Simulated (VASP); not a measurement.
# Cu (C2/c) in VASP: further runs

Cu is run at these levels: PBE; tasks: single point, relaxation of cell and atoms.

Everything below comes from runs of VASP 6.6.1. Logs are shortened: lines on timing, memory, paths and dates and some standing lists are left out, and cuts for length are marked.

**1. The cell of the first run**

Symmetry: C2/c, No. 15, monoclinic system. The conventional cell has a = 2.377 Å, b = 6.921 Å, c = 2.863 Å, α = 90.00°, β = 92.02°, γ = 90.00°. Within 3.1 Å of Cu (site symmetry 2) lie 10 Cu at 2.31 to 2.86 Å.

**2. Single point, PBE**

Input file INCAR:

```
ALGO = Fast
EDIFF = 1E-6
ENCUT = 520
GGA = PE
ISIF = 2
ISMEAR = 0
LASPH = T
LCHARG = F
LREAL = F
LWAVE = F
NBANDS = 18
NELM = 60
PREC = Accurate
SIGMA = 0.1
```

Input file KPOINTS:

```
k-points
0
Gamma
  8 8 6
```

Input file POSCAR:

```
Cu
1.0
    1.1885236452     -3.4602967876      0.0000000000
    1.1885236452      3.4602967876      0.0000000000
   -0.1009342749      0.0000000000      2.8616779043
Cu
2
Direct
    0.8690000000      0.1310000000      0.2500000000
    0.1310000000      0.8690000000      0.7500000000
```

Potentials or basis: VASP PAW PBE potentials, release 64 (Cu).

Command:

```console
> cat potpaw_PBE.64/Cu/POTCAR > POTCAR
> mpirun -np 1 vasp_std > vasp.out
```

OUTCAR:

```text
EDIFF = 1E-6
   ENCUT = 520
   GGA = PE
   ISIF = 2
   ISMEAR = 0
   LASPH = T
   LREAL = F
   NELM = 60
   PREC = Accurate

 ion  position               nearest neighbor table
   1  0.869  0.131  0.250-   2 2.31   2 2.31   2 2.46   2 2.46   2 2.51   2 2.51
   2  0.131  0.869  0.750-   1 2.31   1 2.31   1 2.46   1 2.46   1 2.51   1 2.51

  LATTYP: Found a base centered monoclinic cell.
 ALAT       =     2.3770472904
 B/A-ratio  =     2.9114244395
 C/A-ratio  =     1.2046278547
 COS(beta)  =    -0.0352490928

  Lattice vectors:

 A1 = (   1.1885236452,  -3.4602967876,   0.0000000000)
 A2 = (   1.1885236452,   3.4602967876,   0.0000000000)
 A3 = (  -0.1009342749,   0.0000000000,   2.8616779043)

Analysis of symmetry for initial positions (statically):
=====================================================================
 Subroutine PRICEL returns:
 Original cell was already a primitive cell.

 Routine SETGRP: Setting up the symmetry group for a
 base centered monoclinic supercell.

 Subroutine GETGRP returns: Found  4 space group operations
 (whereof  2 operations were pure point group operations)
 out of a pool of  4 trial point group operations.

The static configuration has the point symmetry S_2 .
 The point group associated with its full space group is C_2h.

Analysis of symmetry for dynamics (positions and initial velocities):
=====================================================================
 Subroutine PRICEL returns:
 Original cell was already a primitive cell.

 Routine SETGRP: Setting up the symmetry group for a
 base centered monoclinic supercell.

 Subroutine GETGRP returns: Found  4 space group operations
 (whereof  2 operations were pure point group operations)
 out of a pool of  4 trial point group operations.

The dynamic configuration has the point symmetry S_2 .
 The point group associated with its full space group is C_2h.

 Subroutine INISYM returns: Found  4 space group operations
 (whereof  2 operations are pure point group operations),
 and found     1 'primitive' translations

----------------------------------------------------------------------------------------

                                     Primitive cell

  volume of cell :      23.5381

  direct lattice vectors                    reciprocal lattice vectors
[... 82 lines left out ...]
   LNONCOLLINEAR =      F non collinear calculations
   LSORBIT =      F    spin-orbit coupling
   LASPH  =      T    aspherical Exc in radial PAW
   ENCUT  =  520.0 eV  38.22 Ry    6.18 a.u.   6.80  6.80  5.32*2*pi/ulx,y,z
   NELM   =     60;   NELMIN=  2; NELMDL= -5     # of ELM steps
   EDIFF  = 0.1E-05   stopping-criterion for ELM
   LREAL  =      F    real-space projection
   EDIFFG = 0.1E-04   stopping-criterion for IOM
   NSW    =      0    number of steps for IOM
   IBRION =     -1    ionic relax: 0-MD 1-quasi-New 2-CG
   NFREE  =      0    steps in history (QN), initial steepest desc. (CG)
   ISIF   =      2    stress and relaxation
   ISYM   =      2    0-nonsym 1-usesym 2-fastsym
   POTIM  = 0.5000    time-step for ionic-motion
   TEBEG  =    0.0;   TEEND  =   0.0 temperature during run
   PSTRESS=    0.0 pullay stress
   NELECT =      22.0000    total number of electrons
   NUPDOWN=      -1.0000    fix difference up-down
   EMIN   =  10.00;   EMAX   =-10.00  energy-range for DOS
   EFERMI =   0.00;   METHOD = LEGACY
   ISMEAR =     0;   SIGMA  =   0.10  broadening in eV -4-tet -1-fermi 0-gaus
   EFERMI_NEDOS =   21; number of points for ismear=-14 and -15
   IALGO  =     68    algorithm
   IMIX   =      4    mixing-type and parameters
     AMIX     =   0.40;   BMIX     =  1.00
     AMIX_MAG =   1.60;   BMIX_MAG =  1.00
  volume/ion in A,a.u.               =      11.77        79.42
  Fermi-wavevector in a.u.,A,eV,Ry     =   1.600633  3.024758 34.858477  2.562026
  Thomas-Fermi vector in A             =   2.697738
   LORBIT       =      0    0 simple, 1 ext, 2 COOP (PROOUT), +10 PAW based schemes
   GGA     = PE    functional components
   LHFCALC =     F    Hartree Fock is set to
   AEXX    =    0.0000 exact exchange contribution
   IVDW    =     0    specifies the selected vdW correction
   LEPSILON=     F    determine dielectric tensor
   LRPA    =     F    only Hartree local field effects (RPA)
 non-spin polarized calculation
 RMM-DIIS sequential band-by-band and
 Gauss-broadening in eV      SIGMA  =   0.10
  energy-cutoff  :      520.00
  volume of cell :       23.54
 maximum number of plane-waves:       646
   NGX = 13   NGY = 13   NGZ = 11

 number of electron      21.9999985 magnetization

 Free energy of the ion-electron system (eV)
  ---------------------------------------------------
  ext. energy  EPLUGINS =         0.00000000
  ---------------------------------------------------
  free energy    TOTEN  =        -6.88112553 eV

  energy without entropy =       -6.87982894  energy(sigma->0) =       -6.88047723

 E-fermi :   7.5595     XC(G=0): -12.6980

 val. band max:        7.5398831723   @ k =   0.3750   0.3750   0.3333
 cond. band min:       7.6461903953   @ k =  -0.3750   0.2500   0.1667
 fundamental gap:      0.1063072230
 Fermi energy:         7.5595398223

 k-point     1 :       0.0000    0.0000    0.0000
  band No.  band energies     occupation
      1      -1.7190      2.00000
      2       2.6664      2.00000
      3       3.3568      2.00000
      4       3.6337      2.00000
      5       3.8320      2.00000
      6       5.3980      2.00000
[... 481 lines left out ...]
      5       4.2236      2.00000
      6       4.6206      2.00000
[... 10 lines left out ...]
     17      24.2244      0.00000
     18      27.4573      0.00000

 [... further k-points ...]

------------------------ aborting loop because EDIFF is reached ----------------------------------------

  FORCE on cell =-STRESS in cart. coord.  units (eV):
  Direction    XX          YY          ZZ          XY          YZ          ZX
  --------------------------------------------------------------------------------------
  -------------------------------------------------------------------------------------
  Total        2.4336945      2.9683874      1.0742611      0.0000000      0.0000000      0.0613985
  in kB      165.6550635    202.0501816     73.1220730      0.0000000      0.0000000      4.1792324
  external PRESSURE =     146.9424394 kB  Pullay stress =       0.0000000 kB

 VOLUME and BASIS-vectors are now :
 -----------------------------------------------------------------------------
  energy-cutoff  :      520.00
  volume of cell :       23.54
      direct lattice vectors                 reciprocal lattice vectors
     1.188523645 -3.460296788  0.000000000     0.420689990 -0.144496276  0.014838162
     1.188523645  3.460296788  0.000000000     0.420689990  0.144496276  0.014838162
    -0.100934275  0.000000000  2.861677904     0.000000000  0.000000000  0.349445337

 POSITION                                       TOTAL-FORCE (eV/Angst)
 -----------------------------------------------------------------------------------
      1.16329     -2.55370      0.71542         0.000000      0.659145     -0.000000
      1.11282      2.55370      2.14626        -0.000000     -0.659145      0.000000
 -----------------------------------------------------------------------------------
    total drift:                                0.000000     -0.000000     -0.000000

  FREE ENERGIE OF THE ION-ELECTRON SYSTEM (eV)
  ---------------------------------------------------
  free  energy   TOTEN  =        -6.8811255268 eV

  energy  without entropy=       -6.8798289401  energy(sigma->0) =       -6.88047723
```

OSZICAR:

```text
N       E                     dE             d eps       ncg     rms          rms(c)
DAV:   1     0.122333316518E+03    0.12233E+03   -0.10547E+04  4448   0.218E+03
DAV:   2    -0.208550225126E+01   -0.12442E+03   -0.11797E+03  4122   0.287E+02
DAV:   3    -0.847823575825E+01   -0.63927E+01   -0.61678E+01  4608   0.875E+01
DAV:   4    -0.854780585157E+01   -0.69570E-01   -0.69524E-01  4790   0.993E+00
DAV:   5    -0.854872270517E+01   -0.91685E-03   -0.91682E-03  4962   0.994E-01    0.105E+01
RMM:   6    -0.746156336226E+01    0.10872E+01   -0.93331E+00  4760   0.541E+01    0.552E+00
RMM:   7    -0.690442730938E+01    0.55714E+00   -0.16010E+00  4737   0.235E+01    0.137E+00
RMM:   8    -0.688187144736E+01    0.22556E-01   -0.51676E-02  4944   0.214E+00    0.236E-01
RMM:   9    -0.688084382216E+01    0.10276E-02   -0.10794E-02  5054   0.185E+00    0.529E-02
RMM:  10    -0.688110757827E+01   -0.26376E-03   -0.25682E-03  5346   0.545E-01    0.506E-02
RMM:  11    -0.688111220925E+01   -0.46310E-05   -0.36112E-04  5461   0.213E-01    0.111E-02
RMM:  12    -0.688112511759E+01   -0.12908E-04   -0.10385E-04  5348   0.133E-01    0.105E-02
RMM:  13    -0.688112501409E+01    0.10350E-06   -0.30561E-05  4999   0.751E-02    0.761E-03
RMM:  14    -0.688112554879E+01   -0.53469E-06   -0.13960E-05  4728   0.365E-02    0.313E-03
RMM:  15    -0.688112552679E+01    0.21997E-07   -0.10271E-06  2778   0.132E-02
   1 F= -.68811255E+01 E0= -.68804772E+01  d E =-.129659E-02
```

Wall time 74 s (1 thread of Intel Xeon 8259CL, shared host); peak memory 0.17 GiB.

Results:

| Property | Result |
| --- | --- |
| Free energy | -6.8811 eV |
| Pressure | 14.7 GPa |
| Largest force | 0.659 eV/Å |
| Band gap on the k mesh | zero (bands 11 and 12 overlap by 4.43 eV) |

Forces in eV/Å, atoms in the order of the input:
```
Cu   0.000  0.659  0.000
Cu   0.000 -0.659  0.000
```

Levels at points of the mesh, in eV from the Fermi level:
| k point | band 7 | band 8 | band 9 | band 10 | band 11 | band 12 | band 13 | band 14 | band 15 | band 16 |
| --- | --- | --- | --- | --- | --- | --- | --- | --- | --- | --- |
| (0.00, 0.00, 0.00) | -2.04 | -1.98 | -1.82 | -1.79 | -1.13 | 2.60 | 8.35 | 8.39 | 14.38 | 20.70 |
| (0.50, 0.00, 0.00) | -2.42 | -2.30 | -2.25 | -1.48 | -0.16 | 1.98 | 4.41 | 9.01 | 15.88 | 17.58 |
| (0.50, 0.50, 0.00) | -2.67 | -2.52 | -2.33 | -2.18 | -1.55 | -1.46 | 12.70 | 13.30 | 15.90 | 16.02 |
| (0.00, 0.00, 0.50) | -2.67 | -2.67 | -1.44 | -1.44 | -1.26 | -1.26 | 9.37 | 9.37 | 11.28 | 11.28 |
| (0.50, 0.00, 0.50) | -2.00 | -1.96 | -1.41 | -1.39 | 2.56 | 3.27 | 6.43 | 7.23 | 9.25 | 10.02 |
| (0.50, 0.50, 0.50) | -2.04 | -2.04 | -1.95 | -1.95 | -1.62 | -1.62 | 2.90 | 2.90 | 22.47 | 22.47 |

Caveat: the k points lie up to 0.37 Å⁻¹ apart, too coarse for converged energies and pressures of a metal.

**3. Relaxation of cell and atoms, PBE**

Input file INCAR:

```
PREC = Accurate
ENCUT = 600
EDIFF = 1E-6
ISMEAR = 0
SIGMA = 0.1
LREAL = F
LASPH = T
NELM = 80
ALGO = Normal
ISIF = 3
LWAVE = F
LCHARG = F
GGA = PE
IBRION = 2
NSW = 90
EDIFFG = -0.04
```

Input file KPOINTS:

```
regular mesh
0
Gamma
  8 8 6
```

POSCAR is that of step 2.

Potentials or basis: VASP PAW PBE potentials, release 64 (Cu).

Command:

```console
> cat potpaw_PBE.64/Cu/POTCAR > POTCAR
> mpirun -np 1 vasp_std > vasp.out
```

It took 12 min on 1 thread of Intel Xeon 8259CL, shared host; peak memory 0.2 GiB.

Results (log left out):

| Property | Result |
| --- | --- |
| Free energy | -7.1603 eV |
| Relaxed volume | 12.58 Å³/atom |
| Relaxed cell | a = 4.240 Å, b = 4.240 Å, c = 2.515 Å, α = 90.51°, β = 90.51°, γ = 146.15° |
| Space group after relaxing (to 0.1 Å) | C2/c (No. 15) |
| Energy gained by relaxing | 139.5 meV/atom |
| Ionic steps | 16 |
| Pressure after relaxing | 0.1 GPa |
| Largest force after relaxing | 0.017 eV/Å |
| Band gap on the k mesh | zero (bands 11 and 12 overlap by 4.98 eV) |

Forces in eV/Å, atoms in the order of the input:
```
Cu   0.000  0.017  0.000
Cu   0.000 -0.017  0.000
```

Stress tensor (GPa, compression positive):
```
 0.14  0.00 -0.45
 0.00  0.29  0.00
-0.45  0.00 -0.09
```

Step by step:
```tsv
step	energy change (eV)	largest force (eV/Å)	pressure (GPa)	volume (Å³)
1	0.0000	0.6598	14.48	23.54
2	-0.1203	0.1126	-5.90	27.34
3	-0.1376	0.2003	-1.70	26.21
4	-0.1657	0.0239	-1.11	25.98
5	-0.2047	0.3498	0.90	25.48
6	-0.1321	1.3806	9.82	24.31
7	-0.2084	0.5384	2.11	25.27
8	-0.2247	0.5053	1.45	25.35
9	-0.2547	0.4421	-0.39	25.54
10	-0.2549	0.4233	-0.43	25.56
11	-0.2552	0.4324	-0.45	25.55
12	-0.2670	0.2879	-0.37	25.48
13	-0.2780	0.0304	-0.30	25.34
14	-0.2784	0.0259	-0.61	25.31
15	-0.2784	0.0354	-0.51	25.30
16	-0.2790	0.0170	0.12	25.17
```

Final structure:
```
CELL_PARAMETERS angstrom
1.23406 -4.05600 0.00630
1.23406 4.05600 0.00630
-0.08923 0.00000 2.51347
ATOMIC_POSITIONS crystal
Cu 0.86618 0.13382 0.25000
Cu 0.13382 0.86618 0.75000
```

Levels at points of the mesh, in eV from the Fermi level:
```tsv
k point	band 8	band 9	band 10	band 11	band 12	band 13	band 14	band 15
(0.00, 0.00, 0.00)	-2.05	-1.89	-1.77	-1.52	-0.11	4.36	14.28	17.91
(0.50, 0.00, 0.00)	-2.49	-2.15	-1.72	-0.54	1.12	2.40	6.48	12.35
(0.50, 0.50, 0.00)	-2.31	-2.29	-1.97	-1.68	-1.60	12.97	14.58	15.23
(0.00, 0.00, 0.50)	-2.68	-1.78	-1.78	-0.14	-0.14	7.79	7.79	8.91
(0.50, 0.00, 0.50)	-1.86	-1.37	-1.36	3.25	3.93	6.82	7.52	8.88
(0.50, 0.50, 0.50)	-2.02	-1.62	-1.62	-0.92	-0.92	3.35	3.35	17.16
```

Caveat: the k points lie up to 0.42 Å⁻¹ apart in the final cell, too coarse for converged energies and pressures of a metal; a cell axis changed by over 15 % at a fixed basis, so the end point is rough.
